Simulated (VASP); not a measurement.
# La (Fd-3m) in VASP: a series of runs

Runs on La. Level: r2SCAN. Tasks: single point.

Everything below comes from runs of VASP 6.6.1. Logs are shortened: lines on timing, memory, paths and dates and some standing lists are left out, and cuts for length are marked.

## 1. The cell of the first run

Symmetry: Fd-3m, No. 227, cubic system. Conventional cell: a = 6.570 Å, b = 6.570 Å, c = 6.570 Å, α = 90.00°, β = 90.00°, γ = 90.00°. Within 3.7 Å of La (site symmetry -43m) lie 4 La at 2.84 Å.

This isn't the form of La at room conditions, which is double hcp.

## 2. Single point, r2SCAN (35.45 Å³/atom)

POSCAR

```
La
1.0
    0.0000000000      3.2849071823      3.2849071823
    3.2849071823      0.0000000000      3.2849071823
    3.2849071823      3.2849071823      0.0000000000
La
2
Direct
    0.1250000000      0.1250000000      0.1250000000
    0.8750000000      0.8750000000      0.8750000000
```

INCAR.step1

```
SYSTEM = La
PREC = Accurate
ENCUT = 550
ISMEAR = -1
SIGMA = 0.1
LREAL = .False.
LASPH = .True.
NELM = 200
NBANDS = 18
GGA = PE
ALGO = Normal
EDIFF = 1E-5
LWAVE = .True.
LCHARG = .False.
GGA_COMPAT = .False.
LMAXMIX = 6
```

INCAR.step2

```
SYSTEM = La
PREC = Accurate
ENCUT = 550
EDIFF = 1E-6
ISMEAR = -1
SIGMA = 0.1
LREAL = .False.
LASPH = .True.
NELM = 200
ALGO = Normal
ISIF = 2
LWAVE = .False.
LCHARG = .False.
METAGGA = R2SCAN
LMIXTAU = .True.
NBANDS = 18
ISTART = 1
GGA_COMPAT = .False.
LMAXMIX = 6
```

KPOINTS

```
Automatic mesh
0
Gamma
  9 9 9
  0 0 0
```

Potentials or basis: VASP PAW PBE potentials, release 64 (La).

Launch:

```bash
$ cat potpaw_PBE.64/La/POTCAR > POTCAR
$ cp INCAR.step1 INCAR
$ mpirun -np 1 vasp_std > vasp.out
$ cp INCAR.step2 INCAR
$ mpirun -np 1 vasp_std > vasp.out
```

OUTCAR:

```text
SYSTEM = La
   PREC = Accurate
   ENCUT = 550
   EDIFF = 1E-6
   ISMEAR = -1
   LREAL = .False.
   LASPH = .True.
   NELM = 200
   ISIF = 2
   METAGGA = R2SCAN
   ISTART = 1

 ion  position               nearest neighbor table
   1  0.125  0.125  0.125-   2 2.84   2 2.84   2 2.84   2 2.84
   2  0.875  0.875  0.875-   1 2.84   1 2.84   1 2.84   1 2.84

  LATTYP: Found a face centered cubic cell.
 ALAT       =     6.5698143646

  Lattice vectors:

 A1 = (   0.0000000000,   3.2849071823,   3.2849071823)
 A2 = (   3.2849071823,   0.0000000000,   3.2849071823)
 A3 = (   3.2849071823,   3.2849071823,   0.0000000000)

Analysis of symmetry for initial positions (statically):
=====================================================================
 Subroutine PRICEL returns:
 Original cell was already a primitive cell.

 Routine SETGRP: Setting up the symmetry group for a
 face centered cubic supercell.

 Subroutine GETGRP returns: Found 48 space group operations
 (whereof 12 operations were pure point group operations)
 out of a pool of 48 trial point group operations.

The static configuration has the point symmetry D_3d.
 The point group associated with its full space group is O_h .

Analysis of symmetry for dynamics (positions and initial velocities):
=====================================================================
 Subroutine PRICEL returns:
 Original cell was already a primitive cell.

 Routine SETGRP: Setting up the symmetry group for a
 face centered cubic supercell.

 Subroutine GETGRP returns: Found 48 space group operations
 (whereof 12 operations were pure point group operations)
 out of a pool of 48 trial point group operations.

The dynamic configuration has the point symmetry D_3d.
 The point group associated with its full space group is O_h .

 Subroutine INISYM returns: Found 48 space group operations
 (whereof 12 operations are pure point group operations),
 and found     1 'primitive' translations

----------------------------------------------------------------------------------------

                                     Primitive cell

  volume of cell :      70.8923

  direct lattice vectors                    reciprocal lattice vectors
     0.000000000  3.284907182  3.284907182    -0.152211302  0.152211302  0.152211302
     3.284907182  0.000000000  3.284907182     0.152211302 -0.152211302  0.152211302
     3.284907182  3.284907182  0.000000000     0.152211302  0.152211302 -0.152211302

  length of vectors
     4.645560288  4.645560288  4.645560288     0.263637709  0.263637709  0.263637709

  position of ions in fractional coordinates (direct lattice)
     0.125000000  0.125000000  0.125000000
     0.875000000  0.875000000  0.875000000

  ion indices of the primitive-cell ions
   primitive index   ion index
                 1           1
                 2           2

----------------------------------------------------------------------------------------

 KPOINTS: Automatic mesh

Automatic generation of k-mesh.
 Grid dimensions read from file:
 generate k-points for:    9    9    9

 Generating k-lattice:

  Cartesian coordinates                     Fractional coordinates (reciprocal lattice)
    -0.016912367  0.016912367  0.016912367     0.111111111  0.000000000  0.000000000
     0.016912367 -0.016912367  0.016912367     0.000000000  0.111111111  0.000000000
     0.016912367  0.016912367 -0.016912367     0.000000000  0.000000000  0.111111111

  Length of vectors
     0.029293079  0.029293079  0.029293079

  Shift w.r.t. Gamma in fractional coordinates (k-lattice)
     0.000000000  0.000000000  0.000000000

 Subroutine IBZKPT returns following result:
 ===========================================

 Found     35 irreducible k-points:

 Following reciprocal coordinates:
            Coordinates               Weight
  0.000000  0.000000  0.000000      1.000000
  0.111111  0.000000  0.000000      8.000000
  0.222222  0.000000  0.000000      8.000000
  0.333333  0.000000  0.000000      8.000000
  0.444444  0.000000  0.000000      8.000000
  0.111111  0.111111  0.000000      6.000000
[... 16 lines left out ...]
 -0.333333  0.333333  0.000000     12.000000
  0.444444  0.444444  0.000000      6.000000
 [... further k-points ...]
   k-points           NKPTS =     35   k-points in BZ     NKDIM =     35   number of bands    NBANDS=     18
   number of dos      NEDOS =    301   number of ions     NIONS =      2
   total plane-waves  NPLWV =  46656
   dimension x,y,z NGX =    36 NGY =   36 NGZ =   36
   dimension x,y,z NGXF=    72 NGYF=   72 NGZF=   72
   ions per type =               2
   NGX,Y,Z   is equivalent  to a cutoff of  12.88, 12.88, 12.88 a.u.
   NGXF,Y,Z  is equivalent  to a cutoff of  25.77, 25.77, 25.77 a.u.
 SYSTEM =  La
   PREC   = accura    normal or accurate (medium, high low for compatibility)
   ISTART =      1    job   : 0-new  1-cont  2-samecut
   ICHARG =      0    charge: 1-file 2-atom 10-const
   ISPIN  =      1    spin polarized calculation?
   LNONCOLLINEAR =      F non collinear calculations
   LSORBIT =      F    spin-orbit coupling
   LASPH  =      T    aspherical Exc in radial PAW
   ENCUT  =  550.0 eV  40.42 Ry    6.36 a.u.   8.88  8.88  8.88*2*pi/ulx,y,z
   NELM   =    200;   NELMIN=  2; NELMDL=  0     # of ELM steps
   EDIFF  = 0.1E-05   stopping-criterion for ELM
   LREAL  =      F    real-space projection
   EDIFFG = 0.1E-04   stopping-criterion for IOM
   NSW    =      0    number of steps for IOM
   IBRION =     -1    ionic relax: 0-MD 1-quasi-New 2-CG
   NFREE  =      0    steps in history (QN), initial steepest desc. (CG)
   ISIF   =      2    stress and relaxation
   ISYM   =      2    0-nonsym 1-usesym 2-fastsym
   POTIM  = 0.5000    time-step for ionic-motion
   TEBEG  =    0.0;   TEEND  =   0.0 temperature during run
   PSTRESS=    0.0 pullay stress
   NELECT =      22.0000    total number of electrons
   NUPDOWN=      -1.0000    fix difference up-down
   EMIN   =  10.00;   EMAX   =-10.00  energy-range for DOS
   EFERMI =   0.00;   METHOD = LEGACY
   ISMEAR =    -1;   SIGMA  =   0.10  broadening in eV -4-tet -1-fermi 0-gaus
   EFERMI_NEDOS =   21; number of points for ismear=-14 and -15
   IALGO  =     38    algorithm
   IMIX   =      4    mixing-type and parameters
     AMIX     =   0.40;   BMIX     =  1.00
     AMIX_MAG =   1.60;   BMIX_MAG =  1.00
  volume/ion in A,a.u.               =      35.45       239.20
  Fermi-wavevector in a.u.,A,eV,Ry     =   1.108365  2.094505 16.714376  1.228472
  Thomas-Fermi vector in A             =   2.244891
   LORBIT       =      0    0 simple, 1 ext, 2 COOP (PROOUT), +10 PAW based schemes
   METAGGA = R2SCAN    functional components
   LHFCALC =     F    Hartree Fock is set to
   AEXX    =    0.0000 exact exchange contribution
   IVDW    =     0    specifies the selected vdW correction
   LEPSILON=     F    determine dielectric tensor
   LRPA    =     F    only Hartree local field effects (RPA)
 non-spin polarized calculation
  energy-cutoff  :      550.00
  volume of cell :       70.89
 maximum number of plane-waves:      2097
   NGX = 17   NGY = 17   NGZ = 17

 number of electron      22.0000001 magnetization

 Free energy of the ion-electron system (eV)
  ---------------------------------------------------
  ext. energy  EPLUGINS =         0.00000000
  ---------------------------------------------------
  free energy    TOTEN  =       -57.68448966 eV

  energy without entropy =      -57.63540447  energy(sigma->0) =      -57.65994707

 E-fermi :   8.0551     XC(G=0): -10.1515

 val. band max:        8.0403102593   @ k =   0.3333   0.3333   0.0000
 cond. band min:       8.1897640621   @ k =  -0.4444   0.4444   0.1111
 fundamental gap:      0.1494538028
 Fermi energy:         8.0551167657

 k-point     1 :       0.0000    0.0000    0.0000
  band No.  band energies     occupation
      1     -26.8661      2.00000
      2     -24.8001      2.00000
      3     -10.6680      2.00000
      4     -10.6680      2.00000
      5     -10.6680      2.00000
      6      -8.2915      2.00000
[... 10 lines left out ...]
     17      10.0607      0.00000
     18      10.0703      0.00000

 k-point     2 :       0.1111    0.0000    0.0000
  band No.  band energies     occupation
      1     -26.8262      2.00000
      2     -24.8554      2.00000
      3     -10.7117      2.00000
      4     -10.7117      2.00000
      5     -10.6688      2.00000
      6      -8.2556      2.00000
[... 10 lines left out ...]
     17       9.9704      0.00000
     18      10.0664      0.00000

 k-point     3 :       0.2222    0.0000    0.0000
  band No.  band energies     occupation
      1     -26.7144      2.00000
      2     -25.0060      2.00000
      3     -10.8140      2.00000
      4     -10.8140      2.00000
      5     -10.6788      2.00000
      6      -8.1500      2.00000
[... 10 lines left out ...]
     17       9.8926      0.00000
     18      10.0811      0.00000

 k-point     4 :       0.3333    0.0000    0.0000
  band No.  band energies     occupation
      1     -26.5591      2.00000
      2     -25.2048      2.00000
      3     -10.9186      2.00000
      4     -10.9186      2.00000
      5     -10.7024      2.00000
      6      -8.0055      2.00000
[... 375 lines left out ...]
      4     -11.2288      2.00000
      5      -9.7163      2.00000
      6      -8.9703      2.00000
[... 10 lines left out ...]
     17      10.2153      0.00000
     18      10.3757      0.00000

 k-point    23 :      -0.3333    0.3333    0.0000
  band No.  band energies     occupation
      1     -26.1677      2.00000
      2     -25.6591      2.00000
      3     -11.4163      2.00000
      4     -11.1547      2.00000
      5      -9.8718      2.00000
      6      -8.7629      2.00000
[... 10 lines left out ...]
     17      10.0376      0.00000
     18      10.2770      0.00000

 k-point    24 :       0.4444    0.4444    0.0000
  band No.  band energies     occupation
      1     -26.0931      2.00000
      2     -25.7391      2.00000
      3     -11.3020      2.00000
      4     -11.3020      2.00000
      5      -9.5845      2.00000
      6      -9.2024      2.00000
[... 10 lines left out ...]
     17      10.3025      0.00000
     18      10.3678      0.00000

 [... further k-points ...]

------------------------ aborting loop because EDIFF is reached ----------------------------------------

  FORCE on cell =-STRESS in cart. coord.  units (eV):
  Direction    XX          YY          ZZ          XY          YZ          ZX
  --------------------------------------------------------------------------------------
  -------------------------------------------------------------------------------------
  Total        0.9428638      0.9428638      0.9428638      0.0000000      0.0000000     -0.0000000
  in kB       21.3088616     21.3088616     21.3088616      0.0000000      0.0000000     -0.0000000
  external PRESSURE =      21.3088616 kB  Pullay stress =       0.0000000 kB

 VOLUME and BASIS-vectors are now :
 -----------------------------------------------------------------------------
  energy-cutoff  :      550.00
  volume of cell :       70.89
      direct lattice vectors                 reciprocal lattice vectors
     0.000000000  3.284907182  3.284907182    -0.152211302  0.152211302  0.152211302
     3.284907182  0.000000000  3.284907182     0.152211302 -0.152211302  0.152211302
     3.284907182  3.284907182  0.000000000     0.152211302  0.152211302 -0.152211302

 POSITION                                       TOTAL-FORCE (eV/Angst)
 -----------------------------------------------------------------------------------
      0.82123      0.82123      0.82123         0.000000      0.000000      0.000000
      5.74859      5.74859      5.74859        -0.000000     -0.000000     -0.000000
 -----------------------------------------------------------------------------------
    total drift:                               -0.000000     -0.000000     -0.000000

  FREE ENERGIE OF THE ION-ELECTRON SYSTEM (eV)
  ---------------------------------------------------
  free  energy   TOTEN  =       -57.6844896641 eV

  energy  without entropy=      -57.6354044700  energy(sigma->0) =      -57.65994707
```

It took 2.5 min on 1 thread of AMD EPYC 9R45 (Zen 5), shared host; peak memory 0.22 GiB.

What came out:

```
Free energy            : -57.6845 eV
Pressure               : 2.1 GPa
Band gap on the k mesh : zero (bands 11 and 12 overlap by 0.07 eV)
```

Caveat: the PAW data sets were made with another functional, which shifts forces and pressure a little; spin-orbit coupling is left out, which moves the levels of the heavy elements.

(Continued in part 2 of 2.)
